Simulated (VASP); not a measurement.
# Fe in VASP: a series of runs

Runs on Fe. Level: PBE. Tasks: single point, relaxation of cell and atoms.

Everything below comes from runs of VASP 6.6.1. Logs are shortened: lines on timing, memory, paths and dates and some standing lists are left out, and cuts for length are marked.

## 1. The cell of the first run

The typed cell holds 2 atoms: a = 2.451 Å, b = 2.451 Å, c = 4.023 Å, α = 90.00°, β = 90.00°, γ = 70.17°.

The cell was built from a structure type or drawn by symmetry, and may not be a known phase.

## 2. Single point, PBE, collinear spin, ferromagnetic start

File INCAR:

```
SYSTEM = Fe
PREC = Accurate
ENCUT = 520
EDIFF = 1E-7
ISMEAR = 0
SIGMA = 0.1
LREAL = .FALSE.
LASPH = .TRUE.
NELM = 150
ALGO = Normal
ISIF = 2
LWAVE = .FALSE.
LCHARG = .TRUE.
ISPIN = 2
MAGMOM = 4 4
LORBIT = 11
LMAXMIX = 4
GGA = PE
LELF = .TRUE.
LVHAR = .TRUE.
NBANDS = 19
```

File KPOINTS:

```
regular mesh
0
G
  6 6 4
  0 0 0
```

File POSCAR:

```
Fe
1.0
    2.0060595362     -1.4090343945      0.0000000000
    2.0060595362      1.4090343945      0.0000000000
    0.0000000000      0.0000000000      4.0234429786
Fe
2
Direct
    0.2499626361      0.7500373639      0.2500000000
    0.7500373639      0.2499626361      0.7500000000
```

Potentials or basis: VASP PAW PBE potentials, release 64 (Fe).

Launch:

```bash
$ cat potpaw_PBE.64/Fe/POTCAR > POTCAR
$ mpirun -np 1 vasp_std > vasp.out
```

OUTCAR:

```text
SYSTEM = Fe
   PREC = Accurate
   ENCUT = 520
   EDIFF = 1E-7
   ISMEAR = 0
   LREAL = .FALSE.
   LASPH = .TRUE.
   NELM = 150
   ISIF = 2
   ISPIN = 2
   LORBIT = 11
   GGA = PE

 ion  position               nearest neighbor table
   1  0.250  0.750  0.250-   2 2.46   2 2.46   2 2.46   2 2.46   2 2.84   2 2.84   2 2.84   2 2.84

   2  0.750  0.250  0.750-   1 2.46   1 2.46   1 2.46   1 2.46   1 2.84   1 2.84   1 2.84   1 2.84

  LATTYP: Found a base centered orthorhombic cell.
 ALAT       =     2.8180687890
 B/A-ratio  =     1.4237122557
 C/A-ratio  =     1.4277305772

  Lattice vectors:

 A1 = (  -2.0060595362,  -1.4090343945,   0.0000000000)
 A2 = (   2.0060595362,  -1.4090343945,   0.0000000000)
 A3 = (   0.0000000000,   0.0000000000,   4.0234429786)

Analysis of symmetry for initial positions (statically):
=====================================================================
 Subroutine PRICEL returns:
 Original cell was already a primitive cell.

 Routine SETGRP: Setting up the symmetry group for a
 base centered orthorhombic supercell.

 Subroutine GETGRP returns: Found  8 space group operations
 (whereof  4 operations were pure point group operations)
 out of a pool of  8 trial point group operations.

The static configuration has the point symmetry C_2h.
 The point group associated with its full space group is D_2h.

Analysis of symmetry for dynamics (positions and initial velocities):
=====================================================================
 Subroutine PRICEL returns:
 Original cell was already a primitive cell.

 Routine SETGRP: Setting up the symmetry group for a
 base centered orthorhombic supercell.

 Subroutine GETGRP returns: Found  8 space group operations
 (whereof  4 operations were pure point group operations)
 out of a pool of  8 trial point group operations.

The dynamic configuration has the point symmetry C_2h.
 The point group associated with its full space group is D_2h.

Analysis of structural, dynamic, and magnetic symmetry:
=====================================================================
 Subroutine PRICEL returns:
 Original cell was already a primitive cell.

 Routine SETGRP: Setting up the symmetry group for a
 base centered orthorhombic supercell.

 Subroutine GETGRP returns: Found  8 space group operations
 (whereof  4 operations were pure point group operations)
 out of a pool of  8 trial point group operations.

The overall configuration has the point symmetry C_2h.
 The point group associated with its full space group is D_2h.

 Subroutine INISYM returns: Found  8 space group operations
 (whereof  4 operations are pure point group operations),
 and found     1 'primitive' translations

----------------------------------------------------------------------------------------

                                     Primitive cell

  volume of cell :      22.7454

  direct lattice vectors                    reciprocal lattice vectors
     2.006059536 -1.409034394  0.000000000     0.249244846 -0.354852942  0.000000000
     2.006059536  1.409034394  0.000000000     0.249244846  0.354852942  0.000000000
     0.000000000  0.000000000  4.023442979     0.000000000  0.000000000  0.248543351

  length of vectors
     2.451459318  2.451459318  4.023442979     0.433639947  0.433639947  0.248543351

  position of ions in fractional coordinates (direct lattice)
     0.249962636  0.750037364  0.250000000
     0.750037364  0.249962636  0.750000000

  ion indices of the primitive-cell ions
   primitive index   ion index
                 1           1
                 2           2

----------------------------------------------------------------------------------------

 KPOINTS: regular mesh

Automatic generation of k-mesh.
 Grid dimensions read from file:
 generate k-points for:    6    6    4

 Generating k-lattice:

  Cartesian coordinates                     Fractional coordinates (reciprocal lattice)
     0.041540808 -0.059142157  0.000000000     0.166666667  0.000000000  0.000000000
     0.041540808  0.059142157  0.000000000     0.000000000  0.166666667  0.000000000
     0.000000000  0.000000000  0.062135838     0.000000000  0.000000000  0.250000000

  Length of vectors
     0.072273324  0.072273324  0.062135838

  Shift w.r.t. Gamma in fractional coordinates (k-lattice)
     0.000000000  0.000000000  0.000000000

 Subroutine IBZKPT returns following result:
 ===========================================

 Found     39 irreducible k-points:

 Following reciprocal coordinates:
            Coordinates               Weight
  0.000000  0.000000  0.000000      1.000000
  0.166667  0.000000  0.000000      4.000000
  0.333333 -0.000000  0.000000      4.000000
  0.500000 -0.000000  0.000000      2.000000
  0.166667  0.166667  0.000000      2.000000
  0.333333  0.166667  0.000000      4.000000
[... 16 lines left out ...]
  0.333333  0.333333  0.250000      4.000000
  0.500000  0.333333  0.250000      8.000000
 [... further k-points ...]
   k-points           NKPTS =     39   k-points in BZ     NKDIM =     39   number of bands    NBANDS=     19
   number of dos      NEDOS =    301   number of ions     NIONS =      2
   total plane-waves  NPLWV =   9720
   dimension x,y,z NGX =    18 NGY =   18 NGZ =   30
   dimension x,y,z NGXF=    36 NGYF=   36 NGZF=   60
   ions per type =               2
   NGX,Y,Z   is equivalent  to a cutoff of  12.21, 12.21, 12.40 a.u.
   NGXF,Y,Z  is equivalent  to a cutoff of  24.41, 24.41, 24.79 a.u.
 SYSTEM =  Fe
   PREC   = accura    normal or accurate (medium, high low for compatibility)
   ISTART =      0    job   : 0-new  1-cont  2-samecut
   ICHARG =      2    charge: 1-file 2-atom 10-const
   ISPIN  =      2    spin polarized calculation?
   LNONCOLLINEAR =      F non collinear calculations
   LSORBIT =      F    spin-orbit coupling
   LASPH  =      T    aspherical Exc in radial PAW
   ENCUT  =  520.0 eV  38.22 Ry    6.18 a.u.   4.56  4.56  7.48*2*pi/ulx,y,z
   NELM   =    150;   NELMIN=  2; NELMDL= -5     # of ELM steps
   EDIFF  = 0.1E-06   stopping-criterion for ELM
   LREAL  =      F    real-space projection
   EDIFFG = 0.1E-05   stopping-criterion for IOM
   NSW    =      0    number of steps for IOM
   IBRION =     -1    ionic relax: 0-MD 1-quasi-New 2-CG
   NFREE  =      0    steps in history (QN), initial steepest desc. (CG)
   ISIF   =      2    stress and relaxation
   ISYM   =      2    0-nonsym 1-usesym 2-fastsym
   POTIM  = 0.5000    time-step for ionic-motion
   TEBEG  =    0.0;   TEEND  =   0.0 temperature during run
   PSTRESS=    0.0 pullay stress
   NELECT =      16.0000    total number of electrons
   NUPDOWN=      -1.0000    fix difference up-down
   EMIN   =  10.00;   EMAX   =-10.00  energy-range for DOS
   EFERMI =   0.00;   METHOD = LEGACY
   ISMEAR =     0;   SIGMA  =   0.10  broadening in eV -4-tet -1-fermi 0-gaus
   EFERMI_NEDOS =   21; number of points for ismear=-14 and -15
   IALGO  =     38    algorithm
   IMIX   =      4    mixing-type and parameters
     AMIX     =   0.40;   BMIX     =  1.00
     AMIX_MAG =   1.60;   BMIX_MAG =  1.00
  volume/ion in A,a.u.               =      11.37        76.75
  Fermi-wavevector in a.u.,A,eV,Ry     =   1.455963  2.751372 28.842023  2.119829
  Thomas-Fermi vector in A             =   2.572937
   LORBIT       =     11    0 simple, 1 ext, 2 COOP (PROOUT), +10 PAW based schemes
   GGA     = PE    functional components
   LHFCALC =     F    Hartree Fock is set to
   AEXX    =    0.0000 exact exchange contribution
   IVDW    =     0    specifies the selected vdW correction
   LEPSILON=     F    determine dielectric tensor
   LRPA    =     F    only Hartree local field effects (RPA)
 spin polarized calculation
 Gauss-broadening in eV      SIGMA  =   0.10
  energy-cutoff  :      520.00
  volume of cell :       22.75
 maximum number of plane-waves:       625
   NGX =  9   NGY =  9   NGZ = 15

 number of electron      15.9999986 magnetization       4.4346748

 Free energy of the ion-electron system (eV)
  ---------------------------------------------------
  ext. energy  EPLUGINS =         0.00000000
  ---------------------------------------------------
  free energy    TOTEN  =       -16.53582303 eV

  energy without entropy =      -16.53118677  energy(sigma->0) =      -16.53350490

 E-fermi :   5.8453     XC(G=0): -13.1074

 val. band max:        5.8155050406   @ k =   0.5000   0.5000   0.5000
 cond. band min:       5.8590346242   @ k =   0.5000   0.1667   0.5000
 fundamental gap:      0.0435295836
 Fermi energy:         5.8453336999

 spin component 1

 k-point     1 :       0.0000    0.0000    0.0000
  band No.  band energies     occupation
      1      -2.6118      1.00000
      2       0.9068      1.00000
      3       2.4710      1.00000
      4       3.4889      1.00000
      5       3.5215      1.00000
      6       3.5339      1.00000
[... 11 lines left out ...]
     18      30.8057      0.00000
     19      30.9519      0.00000
[... 485 lines left out ...]
 k-point    24 :       0.5000    0.3333    0.2500
  band No.  band energies     occupation
      1       1.4899      1.00000
      2       1.6056      1.00000
      3       1.6496      1.00000
      4       2.6209      1.00000
      5       3.2938      1.00000
      6       4.4531      1.00000
[... 11 lines left out ...]
     18      26.1658      0.00000
     19      26.7804      0.00000

 [... further k-points ...]

 spin component 2

 k-point     1 :       0.0000    0.0000    0.0000
  band No.  band energies     occupation
      1      -2.4468      1.00000
      2       2.1847      1.00000
      3       4.2211      1.00000
      4       5.4190      1.00000
      5       5.4702      1.00000
      6       5.4982      1.00000
[... 11 lines left out ...]
     18      30.5497      0.00000
     19      30.6973      0.00000
[... 485 lines left out ...]
 k-point    24 :       0.5000    0.3333    0.2500
  band No.  band energies     occupation
      1       2.8330      1.00000
      2       3.2985      1.00000
      3       3.4264      1.00000
      4       4.3408      1.00000
      5       4.8145      1.00000
      6       6.3791      0.00000
[... 11 lines left out ...]
     18      26.6571      0.00000
     19      27.1996      0.00000

 [... further k-points ...]

------------------------ aborting loop because EDIFF is reached ----------------------------------------

  FORCE on cell =-STRESS in cart. coord.  units (eV):
  Direction    XX          YY          ZZ          XY          YZ          ZX
  --------------------------------------------------------------------------------------
  -------------------------------------------------------------------------------------
  Total       -0.0347901     -0.0595161     -0.0223970      0.0000000      0.0000000      0.0000000
  in kB       -2.4506051     -4.1922918     -1.5776382      0.0000000      0.0000000      0.0000000
  external PRESSURE =      -2.7401784 kB  Pullay stress =       0.0000000 kB

 VOLUME and BASIS-vectors are now :
 -----------------------------------------------------------------------------
  energy-cutoff  :      520.00
  volume of cell :       22.75
      direct lattice vectors                 reciprocal lattice vectors
     2.006059536 -1.409034394  0.000000000     0.249244846 -0.354852942  0.000000000
     2.006059536  1.409034394  0.000000000     0.249244846  0.354852942  0.000000000
     0.000000000  0.000000000  4.023442979     0.000000000  0.000000000  0.248543351

 POSITION                                       TOTAL-FORCE (eV/Angst)
 -----------------------------------------------------------------------------------
      2.00606      0.70462      1.00586         0.000000     -0.001022      0.000000
      2.00606     -0.70462      3.01758         0.000000      0.001022     -0.000000
 -----------------------------------------------------------------------------------
    total drift:                                0.000000     -0.000000     -0.000000

  FREE ENERGIE OF THE ION-ELECTRON SYSTEM (eV)
  ---------------------------------------------------
  free  energy   TOTEN  =       -16.5358230343 eV

  energy  without entropy=      -16.5311867697  energy(sigma->0) =      -16.53350490

 total charge

# of ion       s       p       d       tot
------------------------------------------
    1        0.487   0.535   6.245   7.267
    2        0.487   0.535   6.245   7.267
--------------------------------------------------
tot          0.974   1.071  12.489  14.535

 magnetization (x)

# of ion       s       p       d       tot
------------------------------------------
    1       -0.014  -0.057   2.286   2.216
    2       -0.014  -0.057   2.286   2.216
--------------------------------------------------
tot         -0.028  -0.113   4.573   4.431
```

Wall time 68 s (1 thread of Intel Xeon Platinum 8259CL at 2.50GHz (Skylake/Cascade Lake), shared host); peak memory 0.15 GiB.

Results:

| Item | Value |
| --- | --- |
| Free energy | -16.5358 eV |
| Pressure | -0.3 GPa |
| Net moment | 4.43 μB per cell |
| Site moments | Fe +2.22 μB |
| Valence electrons inside the program's atomic spheres | Fe 7.27 |

Stress tensor (GPa, compression positive):
```
-0.25  0.00  0.00
 0.00 -0.42  0.00
 0.00  0.00 -0.16
```

Caveat: the k points lie up to 0.45 Å⁻¹ apart.

## 3. Single point, PBE, collinear spin, ferromagnetic start

This run uses another cell than the first one: it holds 1 atom, not 2.

File INCAR:

```
  PREC = Accurate
  ENCUT = 520
  EDIFF = 1E-6
  ISMEAR = 0
  SIGMA = 0.1
  LREAL = F
  LASPH = T
  NELM = 150
  ALGO = Fast
  ISIF = 2
  LWAVE = F
  LCHARG = F
  ISPIN = 2
  MAGMOM = 2.48
  LORBIT = 11
  LMAXMIX = 4
  GGA = PE
  NBANDS = 14
```

File KPOINTS:

```
regular mesh
0
Gamma
  28 28 28
```

File POSCAR:

```
Fe
1.0
   -1.4157756843      1.4157756843      1.4157756843
    1.4157756843     -1.4157756843      1.4157756843
    1.4157756843      1.4157756843     -1.4157756843
Fe
1
Direct
    0.0000000000      0.0000000000      0.0000000000
```

Potentials or basis: VASP PAW PBE potentials, release 64 (Fe).

Launch:

```bash
$ cat potpaw_PBE.64/Fe/POTCAR > POTCAR
$ mpirun -np 1 vasp_std > vasp.out
```

Wall time 4.8 min (1 thread of Intel Xeon Platinum 8259CL at 2.50GHz (Skylake/Cascade Lake), shared host); peak memory 0.25 GiB.

Results (log left out):

```
Free energy                                           : -8.2451 eV
Pressure                                              : 0.0 GPa
Net moment                                            : 2.19 μB per cell
Site moments                                          : Fe +2.19 μB
Valence electrons inside the program's atomic spheres : Fe 7.27
```

Levels at points of the mesh, in eV from the Fermi level:
Spin up:
| k point | band 1 | band 2 | band 3 | band 4 | band 5 | band 6 | band 7 | band 8 | band 9 | band 10 |
| --- | --- | --- | --- | --- | --- | --- | --- | --- | --- | --- |
| (0.00, 0.00, 0.00) | -8.44 | -2.30 | -2.30 | -2.30 | -1.09 | -1.09 | 25.03 | 25.03 | 25.03 | 30.12 |
| (0.50, 0.00, 0.00) | -4.93 | -3.39 | -1.02 | -0.90 | 0.39 | 0.52 | 7.36 | 18.37 | 20.24 | 23.50 |
| (0.50, 0.50, 0.50) | -4.85 | -4.85 | 0.12 | 0.12 | 0.12 | 9.94 | 9.94 | 9.94 | 15.66 | 15.66 |
Spin down:
| k point | band 1 | band 2 | band 3 | band 4 | band 5 | band 6 | band 7 | band 8 |
| --- | --- | --- | --- | --- | --- | --- | --- | --- |
| (0.00, 0.00, 0.00) | -8.27 | -0.40 | -0.40 | -0.40 | 1.66 | 1.66 | 24.78 | 24.78 |
| (0.50, 0.00, 0.00) | -3.65 | -1.68 | 0.63 | 1.51 | 1.92 | 2.60 | 8.73 | 18.42 |
| (0.50, 0.50, 0.50) | -3.03 | -3.03 | 2.30 | 2.30 | 2.30 | 10.21 | 10.21 | 10.21 |

## 4. Relaxation of cell and atoms, PBE, collinear spin, ferromagnetic start

This run uses another cell than the first one: it holds 1 atom, not 2.

File INCAR:

```
PREC = Accurate
ENCUT = 600
EDIFF = 1E-7
ISMEAR = 0
SIGMA = 0.1
LREAL = False
LASPH = True
NELM = 200
ALGO = Normal
ISIF = 3
LWAVE = False
LCHARG = False
ISPIN = 2
MAGMOM = 2.26
LORBIT = 11
LMAXMIX = 4
GGA = PE
IBRION = 2
NSW = 100
EDIFFG = -0.01
GGA_COMPAT = False
NELMIN = 4
```

File KPOINTS:

```
Automatic mesh
0
Gamma
  28 28 28
```

File POSCAR:

```
Fe
1.0
   -1.4100814731      1.4100814731      1.4100814731
    1.4100814731     -1.4100814731      1.4100814731
    1.4100814731      1.4100814731     -1.4100814731
Fe
1
Direct
    0.0000000000      0.0000000000      0.0000000000
```

Launch:

```bash
$ cat potpaw_PBE.64/Fe/POTCAR > POTCAR
$ mpirun -np 1 vasp_std > vasp.out
```

Wall time 1.9 min (1 thread of Intel Xeon 6975P-C (Granite Rapids), shared host); peak memory 0.25 GiB.

The run converged. Its results:

```
Free energy                                           : -8.2446 eV
Relaxed volume                                        : 11.34 Å³/atom
Relaxed cell                                          : a = 2.452 Å, b = 2.452 Å, c = 2.452 Å, α = 109.47°, β = 109.47°, γ = 109.47°
Space group after relaxing (to 0.1 Å)                 : Im-3m (No. 229)
Energy gained by relaxing                             : 0.9 meV/atom
Ionic steps                                           : 3
Pressure after relaxing                               : 0.0 GPa
Net moment                                            : 2.19 μB per cell
Site moments                                          : Fe +2.18 μB
Valence electrons inside the program's atomic spheres : Fe 7.27
```

The path:
| step | energy change (eV) | largest force (eV/Å) | pressure (GPa) | volume (Å³) |
| --- | --- | --- | --- | --- |
| 1 | 0.0000 | 0.0000 | 2.22 | 11.21 |
| 2 | -0.0001 | 0.0000 | -1.99 | 11.47 |
| 3 | -0.0009 | 0.0000 | 0.03 | 11.34 |

Final structure:
```xyz
1
Lattice="-1.4154 1.4154 1.4154 1.4154 -1.4154 1.4154 1.4154 1.4154 -1.4154" Properties=species:S:1:pos:R:3 pbc="T T T"
Fe    0.0000    0.0000    0.0000
```

Levels at points of the mesh, in eV from the Fermi level:
Spin up:
| k point | band 2 | band 3 | band 4 | band 5 | band 6 | band 7 | band 8 | band 9 |
| --- | --- | --- | --- | --- | --- | --- | --- | --- |
| (0.00, 0.00, 0.00) | -2.31 | -2.31 | -2.31 | -1.09 | -1.09 | 25.04 | 25.04 | 25.04 |
| (0.50, 0.00, 0.00) | -3.39 | -1.02 | -0.90 | 0.39 | 0.52 | 7.37 | 18.38 | 20.25 |
| (0.50, 0.50, 0.50) | -4.86 | 0.12 | 0.12 | 0.12 | 9.95 | 9.95 | 9.95 | 15.66 |
Spin down:
```csv
k point,band 1,band 2,band 3,band 4,band 5,band 6,band 7,band 8
"(0.00, 0.00, 0.00)",-8.27,-0.40,-0.40,-0.40,1.66,1.66,24.79,24.79
"(0.50, 0.00, 0.00)",-3.65,-1.68,0.63,1.51,1.92,2.60,8.74,18.43
"(0.50, 0.50, 0.50)",-3.04,-3.04,2.30,2.30,2.30,10.22,10.22,10.22
```

## 5. Overview

```tsv
task	cell	k mesh	cutoff (eV)	gap on the mesh (eV)	pressure (GPa)	moment (μB)
single point	a = 2.451, b = 2.451, c = 4.023 Å, angles 90.0, 90.0, 70.2°, 2 atoms, atomic positions A	6 × 6 × 4	520	none	-0.3	4.43
single point	a = 2.452 Å, angles 109.5°, 1 atom, atomic positions B	28 × 28 × 28	520	none	0.0	2.19
relaxation of cell and atoms	relaxed from a = 2.442 Å, angles 109.5°, 1 atom, atomic positions B	28 × 28 × 28	600	none	0.0	2.19
```

Alike in all rows: level PBE; potentials or basis VASP PAW PBE potentials, release 64 (Fe); spin collinear, ferromagnetic start; smearing gaussian 0.1 eV.

Caveats: some runs use coarse meshes.

Total energies depend on the potentials used, so only differences within one code and one set of settings carry meaning.
